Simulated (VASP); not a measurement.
# Si (P6/mmm) in VASP: a series of runs

Runs on Si. Level: HSE06. Tasks: single point.

Everything below comes from runs of VASP 6.6.1. Logs are shortened: lines on timing, memory, paths and dates and some standing lists are left out, and cuts for length are marked.

### 1 The cell of the first run

Symmetry: P6/mmm, No. 191, hexagonal system. The conventional cell has a = 4.175 Å, b = 4.175 Å, c = 2.690 Å, α = 90.00°, β = 90.00°, γ = 120.00°. Si (site symmetry -6m2) has 5 Si at 2.41 to 2.69 Å within 3.2 Å.

This isn't the form of Si at room conditions, which is diamond.

### 2 Single point, HSE06

Contents of POSCAR:

```
Si
1.0
    4.1751792452      0.0000000000      0.0000000000
   -2.0875845568      3.6158139383      0.0000000000
    0.0000000000      0.0000000000      2.6897254537
Si
2
Direct
    0.3333300000      0.6666700000      0.5000000000
    0.6666700000      0.3333300000      0.5000000000
```

Contents of INCAR.step1:

```
PREC = Accurate ; ENCUT = 520
EDIFF = 1E-5 ; ISMEAR = -1
SIGMA = 0.05 ; LREAL = False
LASPH = True ; NELM = 100
ALGO = Normal ; ISIF = 2
LWAVE = True ; LCHARG = False
GGA = PE ; NBANDS = 11
```

Contents of INCAR.step2:

```
PREC = Accurate ; ENCUT = 520
EDIFF = 1E-6 ; ISMEAR = -1
SIGMA = 0.05 ; LREAL = False
LASPH = True ; NELM = 100
ALGO = Normal ; ISIF = 2
LWAVE = False ; LCHARG = False
GGA = PE ; LHFCALC = True
HFSCREEN = 0.2079 ; PRECFOCK = Normal
ISTART = 1 ; NBANDS = 11
```

Contents of KPOINTS:

```
regular mesh
0
Gamma
  4 4 5
```

Potentials or basis: VASP PAW PBE potentials, release 64 (Si).

The run is started by

```
> cat potpaw_PBE.64/Si/POTCAR > POTCAR
> cp INCAR.step1 INCAR
> mpirun -np 1 vasp_std > vasp.out
> cp INCAR.step2 INCAR
> mpirun -np 1 vasp_std > vasp.out
```

OUTCAR:

```text
PREC = Accurate
   ENCUT = 520
   EDIFF = 1E-6
   ISMEAR = -1
   LREAL = False
   LASPH = True
   NELM = 100
   ISIF = 2
   GGA = PE
   LHFCALC = True
   HFSCREEN = 0.2079
   PRECFOCK = Normal
   ISTART = 1

 ion  position               nearest neighbor table
   1  0.333  0.667  0.500-   2 2.41   2 2.41   2 2.41
   2  0.667  0.333  0.500-   1 2.41   1 2.41   1 2.41

  LATTYP: Found a hexagonal cell.
 ALAT       =     4.1751792452
 C/A-ratio  =     0.6442179595

  Lattice vectors:

 A1 = (   4.1751792452,   0.0000000000,   0.0000000000)
 A2 = (  -2.0875845568,   3.6158139383,   0.0000000000)
 A3 = (   0.0000000000,   0.0000000000,   2.6897254537)

Analysis of symmetry for initial positions (statically):
=====================================================================
 Subroutine PRICEL returns:
 Original cell was already a primitive cell.

 Routine SETGRP: Setting up the symmetry group for a
 hexagonal supercell.

 Subroutine GETGRP returns: Found  8 space group operations
 (whereof  8 operations were pure point group operations)
 out of a pool of 24 trial point group operations.

The static configuration has the point symmetry D_2h.

Analysis of symmetry for dynamics (positions and initial velocities):
=====================================================================
 Subroutine PRICEL returns:
 Original cell was already a primitive cell.

 Routine SETGRP: Setting up the symmetry group for a
 hexagonal supercell.

 Subroutine GETGRP returns: Found  8 space group operations
 (whereof  8 operations were pure point group operations)
 out of a pool of 24 trial point group operations.

The dynamic configuration has the point symmetry D_2h.

 Subroutine INISYM returns: Found  8 space group operations
 (whereof  8 operations are pure point group operations),
 and found     1 'primitive' translations

----------------------------------------------------------------------------------------

                                     Primitive cell

  volume of cell :      40.6059

  direct lattice vectors                    reciprocal lattice vectors
     4.175179245  0.000000000  0.000000000     0.239510675  0.138281116  0.000000000
    -2.087584557  3.615813938  0.000000000     0.000000000  0.276562903  0.000000000
     0.000000000  0.000000000  2.689725454     0.000000000  0.000000000  0.371785157

  length of vectors
     4.175179245  4.175179004  2.689725454     0.276562887  0.276562903  0.371785157

  position of ions in fractional coordinates (direct lattice)
     0.333330000  0.666670000  0.500000000
     0.666670000  0.333330000  0.500000000

  ion indices of the primitive-cell ions
   primitive index   ion index
                 1           1
                 2           2

----------------------------------------------------------------------------------------

 KPOINTS: regular mesh

Automatic generation of k-mesh.
 Grid dimensions read from file:
 generate k-points for:    4    4    5

 Generating k-lattice:

  Cartesian coordinates                     Fractional coordinates (reciprocal lattice)
     0.059877669  0.034570279  0.000000000     0.250000000  0.000000000  0.000000000
     0.000000000  0.069140726  0.000000000     0.000000000  0.250000000  0.000000000
     0.000000000  0.000000000  0.074357031     0.000000000  0.000000000  0.200000000

  Length of vectors
     0.069140722  0.069140726  0.074357031

  Shift w.r.t. Gamma in fractional coordinates (k-lattice)
     0.000000000  0.000000000  0.000000000

 Subroutine IBZKPT returns following result:
 ===========================================

 Found     21 irreducible k-points:

 Following reciprocal coordinates:
            Coordinates               Weight
  0.000000  0.000000  0.000000      1.000000
  0.250000  0.000000  0.000000      4.000000
 -0.250000  0.250000  0.000000      2.000000
  0.500000  0.000000  0.000000      2.000000
  0.500000  0.500000  0.000000      1.000000
  0.250000  0.250000  0.000000      2.000000
[... 13 lines left out ...]
  0.250000  0.250000  0.400000      4.000000
 -0.250000  0.500000  0.400000      8.000000
   k-points           NKPTS =     21   k-points in BZ     NKDIM =     80   number of bands    NBANDS=     11
   number of dos      NEDOS =    301   number of ions     NIONS =      2
   total plane-waves  NPLWV =  20480
   dimension x,y,z NGX =    32 NGY =   32 NGZ =   20
   dimension x,y,z NGXF=    64 NGYF=   64 NGZF=   40
   ions per type =               2
   NGX,Y,Z   is equivalent  to a cutoff of  12.74, 12.74, 12.36 a.u.
   NGXF,Y,Z  is equivalent  to a cutoff of  25.48, 25.48, 24.72 a.u.
 SYSTEM =  unknown system
   PREC   = accura    normal or accurate (medium, high low for compatibility)
   ISTART =      1    job   : 0-new  1-cont  2-samecut
   ICHARG =      0    charge: 1-file 2-atom 10-const
   ISPIN  =      1    spin polarized calculation?
   LNONCOLLINEAR =      F non collinear calculations
   LSORBIT =      F    spin-orbit coupling
   LASPH  =      T    aspherical Exc in radial PAW
   ENCUT  =  520.0 eV  38.22 Ry    6.18 a.u.   7.76  7.76  5.00*2*pi/ulx,y,z
   NELM   =    100;   NELMIN=  2; NELMDL=  0     # of ELM steps
   EDIFF  = 0.1E-05   stopping-criterion for ELM
   LREAL  =      F    real-space projection
   EDIFFG = 0.1E-04   stopping-criterion for IOM
   NSW    =      0    number of steps for IOM
   IBRION =     -1    ionic relax: 0-MD 1-quasi-New 2-CG
   NFREE  =      0    steps in history (QN), initial steepest desc. (CG)
   ISIF   =      2    stress and relaxation
   ISYM   =      3    0-nonsym 1-usesym 2-fastsym
   POTIM  = 0.5000    time-step for ionic-motion
   TEBEG  =    0.0;   TEEND  =   0.0 temperature during run
   PSTRESS=    0.0 pullay stress
   NELECT =       8.0000    total number of electrons
   NUPDOWN=      -1.0000    fix difference up-down
   EMIN   =  10.00;   EMAX   =-10.00  energy-range for DOS
   EFERMI =   0.00;   METHOD = LEGACY
   ISMEAR =    -1;   SIGMA  =   0.05  broadening in eV -4-tet -1-fermi 0-gaus
   EFERMI_NEDOS =   21; number of points for ismear=-14 and -15
   IALGO  =     38    algorithm
   IMIX   =      1    mixing-type and parameters
     AMIX     =   0.40;   BMIX     =  1.00
     AMIX_MAG =   1.60;   BMIX_MAG =  1.00
  volume/ion in A,a.u.               =      20.30       137.01
  Fermi-wavevector in a.u.,A,eV,Ry     =   0.952595  1.800144 12.346441  0.907438
  Thomas-Fermi vector in A             =   2.081173
   LORBIT       =      0    0 simple, 1 ext, 2 COOP (PROOUT), +10 PAW based schemes
   GGA     = PE    functional components
   LHFCALC =     T    Hartree Fock is set to
   PRECFOCK=normal    Normal, Fast or Accurate (Low or Medium for compatibility)
   ENCUT4O =  -1.0   cutoff for four orbital integrals eV
   NKREDX  =     1    reduce k-point grid by
   NKREDY  =     1    reduce k-point grid by
   NKREDZ  =     1    reduce k-point grid by
   AEXX    =    0.2500 exact exchange contribution
   HFSCREEN=    0.2079 screening length (either q_TF or 0.3 A-1)
   HFSCREENC=   0.2079 screening length for correlation (either q_TF or 0.3 A-1)
   ENCUTFOCK=  -1.0 apply spherical cutoff to Coloumb kernel
   IVDW    =     0    specifies the selected vdW correction
   LEPSILON=     F    determine dielectric tensor
   LRPA    =     F    only Hartree local field effects (RPA)
 non-spin polarized calculation
  energy-cutoff  :      520.00
  volume of cell :       40.61
 maximum number of plane-waves:      1109
  NGX = 24; NGY = 24; NGZ = 16

 number of electron       8.0000000 magnetization

 Free energy of the ion-electron system (eV)
  ---------------------------------------------------
  ext. energy  EPLUGINS =         0.00000000
  ---------------------------------------------------
  free energy    TOTEN  =       -11.65643613 eV

  energy without entropy =      -11.65418558  energy(sigma->0) =      -11.65531086

 E-fermi :   5.7180     XC(G=0):  -7.9032

 val. band max:        5.5085593993   @ k =   0.2500   0.0000   0.2000
 cond. band min:       5.8642967836   @ k =   0.0000   0.0000   0.4000
 fundamental gap:      0.3557373843
 Fermi energy:         5.7180074880

 k-point     1 :       0.0000    0.0000    0.0000
  band No.  band energies     occupation
      1      -8.0037      2.00000
      2       2.3936      2.00000
      3       2.3940      2.00000
      4       2.4113      2.00000
      5       7.3074      0.00000
      6       7.3078      0.00000
      7      11.7278      0.00000
      8      12.6596      0.00000
      9      15.0740      0.00000
     10      19.3424      0.00000
     11      22.3890      0.00000

 k-point     2 :       0.2500    0.0000    0.0000
  band No.  band energies     occupation
      1      -7.3502      2.00000
      2      -1.6494      2.00000
      3       1.6476      2.00000
      4       4.7733      2.00000
      5       8.3374      0.00000
      6       9.4316      0.00000
      7      13.1668      0.00000
      8      14.2862      0.00000
      9      15.7368      0.00000
     10      17.4821      0.00000
     11      19.8890      0.00000

 k-point     3 :      -0.2500    0.2500    0.0000
  band No.  band energies     occupation
      1      -7.3502      2.00000
      2      -1.6492      2.00000
      3       1.6474      2.00000
      4       4.7732      2.00000
      5       8.3375      0.00000
      6       9.4318      0.00000
      7      13.1667      0.00000
      8      14.2862      0.00000
      9      15.7368      0.00000
     10      17.4822      0.00000
     11      19.8892      0.00000

 k-point     4 :       0.5000    0.0000    0.0000
  band No.  band energies     occupation
      1      -6.0415      2.00000
      2      -4.1813      2.00000
      3       1.1326      2.00000
      4       4.3353      2.00000
      5      12.3920      0.00000
      6      13.2862      0.00000
      7      13.4625      0.00000
      8      14.1351      0.00000
      9      14.5934      0.00000
     10      15.7175      0.00000
     11      17.8326      0.00000

 k-point     5 :       0.5000    0.5000    0.0000
  band No.  band energies     occupation
      1      -6.0417      2.00000
      2      -4.1809      2.00000
      3       1.1325      2.00000
      4       4.3351      2.00000
      5      12.3919      0.00000
      6      13.2866      0.00000
      7      13.4625      0.00000
      8      14.1349      0.00000
      9      14.5937      0.00000
     10      15.7178      0.00000
     11      17.8322      0.00000
[... 169 lines left out ...]
 k-point    18 :       0.5000    0.0000    0.4000
  band No.  band energies     occupation
      1      -2.7871      2.00000
      2      -0.9773      2.00000
      3       2.4180      2.00000
      4       3.6505      2.00000
      5       4.1098      2.00000
      6       8.0064      0.00000
      7      11.0103      0.00000
      8      12.5935      0.00000
      9      15.8192      0.00000
     10      16.4551      0.00000
     11      16.9211      0.00000

 k-point    19 :       0.5000    0.5000    0.4000
  band No.  band energies     occupation
      1      -2.7873      2.00000
      2      -0.9770      2.00000
      3       2.4178      2.00000
      4       3.6503      2.00000
      5       4.1101      2.00000
      6       8.0062      0.00000
      7      11.0102      0.00000
      8      12.5933      0.00000
      9      15.8193      0.00000
     10      16.4548      0.00000
     11      16.9214      0.00000

 k-point    20 :       0.2500    0.2500    0.4000
  band No.  band energies     occupation
      1      -2.8985      2.00000
      2      -0.5887      2.00000
      3       2.3160      2.00000
      4       2.7637      2.00000
      5       4.3892      2.00000
      6       9.6075      0.00000
      7      11.0171      0.00000
      8      11.3153      0.00000
      9      15.5347      0.00000
     10      16.0638      0.00000
     11      17.0491      0.00000

 k-point    21 :      -0.2500    0.5000    0.4000
  band No.  band energies     occupation
      1      -2.8985      2.00000
      2      -0.5885      2.00000
      3       2.3160      2.00000
      4       2.7636      2.00000
      5       4.3894      2.00000
      6       9.6074      0.00000
      7      11.0172      0.00000
      8      11.3150      0.00000
      9      15.5348      0.00000
     10      16.0640      0.00000
     11      16.9702      0.00000

------------------------ aborting loop because EDIFF is reached ----------------------------------------

  FORCE on cell =-STRESS in cart. coord.  units (eV):
  Direction    XX          YY          ZZ          XY          YZ          ZX
  --------------------------------------------------------------------------------------
  -------------------------------------------------------------------------------------
  Total       -0.4791043     -0.4787285     -3.2642716      0.0003254      0.0000000      0.0000000
  in kB      -18.9039044    -18.8890751   -128.7975852      0.0128401      0.0000000      0.0000000
  external PRESSURE =     -55.5301882 kB  Pullay stress =       0.0000000 kB

 VOLUME and BASIS-vectors are now :
 -----------------------------------------------------------------------------
  energy-cutoff  :      520.00
  volume of cell :       40.61
      direct lattice vectors                 reciprocal lattice vectors
     4.175179245  0.000000000  0.000000000     0.239510675  0.138281116  0.000000000
    -2.087584557  3.615813938  0.000000000     0.000000000  0.276562903  0.000000000
     0.000000000  0.000000000  2.689725454     0.000000000  0.000000000  0.371785157

 POSITION                                       TOTAL-FORCE (eV/Angst)
 -----------------------------------------------------------------------------------
     -0.00002      2.41055      1.34486         0.000506     -0.000292      0.000000
      2.08761      1.20526      1.34486        -0.000506      0.000292     -0.000000
 -----------------------------------------------------------------------------------
    total drift:                                0.000000      0.000000      0.000000

  FREE ENERGIE OF THE ION-ELECTRON SYSTEM (eV)
  ---------------------------------------------------
  free  energy   TOTEN  =       -11.6564361281 eV

  energy  without entropy=      -11.6541855842  energy(sigma->0) =      -11.65531086
```

It took 5 min on 1 thread of Intel Xeon Platinum 8259CL at 2.50GHz (Skylake/Cascade Lake), shared host; peak memory 0.25 GiB.

What came out:

| Quantity | Value |
| --- | --- |
| Free energy | -11.6564 eV |
| Pressure | -5.6 GPa |
| Band gap on the k mesh | zero (bands 4 and 5 overlap by 3.61 eV) |

Stress tensor (GPa, compression positive):
```
 -1.89   0.00   0.00
  0.00  -1.89   0.00
  0.00   0.00 -12.88
```

Caveat: the k points lie up to 0.47 Å⁻¹ apart, too coarse for converged energies and pressures of a metal; the PAW data sets were made with another functional, which shifts forces and pressure a little.

### 3 Single point, HSE06

This run uses another cell than the first one, of 20.69 Å³/atom.

Contents of POSCAR:

```
Si
1.0
    4.2017734606      0.0000000000      0.0000000000
   -2.1008816322      3.6388452213      0.0000000000
    0.0000000000      0.0000000000      2.7068579248
Si
2
Direct
    0.3333300000      0.6666700000      0.5000000000
    0.6666700000      0.3333300000      0.5000000000
```

Contents of INCAR.step1:

```
  PREC = Accurate
  ENCUT = 520
  EDIFF = 1E-5
  ISMEAR = -1
  SIGMA = 0.05
  LREAL = F
  LASPH = T
  NELM = 60
  ALGO = Normal
  ISIF = 2
  LWAVE = T
  LCHARG = F
  GGA = PE
  NBANDS = 11
```

Contents of INCAR.step2:

```
  PREC = Accurate
  ENCUT = 520
  EDIFF = 1E-7
  ISMEAR = -1
  SIGMA = 0.05
  LREAL = F
  LASPH = T
  NELM = 60
  ALGO = Normal
  ISIF = 2
  LWAVE = F
  LCHARG = F
  GGA = PE
  LHFCALC = T
  HFSCREEN = 0.2079
  PRECFOCK = Normal
  ISTART = 1
  NBANDS = 11
```

Contents of KPOINTS:

```
Automatic mesh
0
Gamma
  4 4 5
```

Potentials or basis: VASP PAW PBE potentials, release 64 (Si).

The run is started by

```
> cat potpaw_PBE.64/Si/POTCAR > POTCAR
> cp INCAR.step1 INCAR
> mpirun -np 1 vasp_std > vasp.out
> cp INCAR.step2 INCAR
> mpirun -np 1 vasp_std > vasp.out
```

It took 5.5 min on 1 thread of Intel Xeon Platinum 8259CL at 2.50GHz (Skylake/Cascade Lake), shared host; peak memory 0.25 GiB.

It converged, with:

| Property | Result |
| --- | --- |
| Free energy | -11.6265 eV |
| Pressure | -6.7 GPa |
| Band gap on the k mesh | zero (bands 4 and 5 overlap by 3.55 eV) |

Stress tensor (GPa, compression positive):
```
 -3.22   0.00   0.00
  0.00  -3.22   0.00
  0.00   0.00 -13.69
```

Levels at points of the mesh, in eV from the Fermi level:
```csv
k point,band 1,band 2,band 3,band 4,band 5,band 6,band 7,band 8,band 9
"(0.00, 0.00, 0.00)",-13.55,-3.34,-3.24,-3.24,1.64,1.64,6.04,6.85,9.31
"(0.50, 0.00, 0.00)",-11.62,-9.77,-4.48,-1.32,6.62,7.54,7.67,8.30,8.88
"(0.50, 0.50, 0.00)",-11.62,-9.77,-4.48,-1.32,6.62,7.54,7.67,8.30,8.88
```

Caveat: the k points lie up to 0.46 Å⁻¹ apart, too coarse for converged energies and pressures of a metal; the PAW data sets were made with another functional, which shifts forces and pressure a little.

The gap in the log of VASP goes by the Fermi energy; the results here count the filled bands.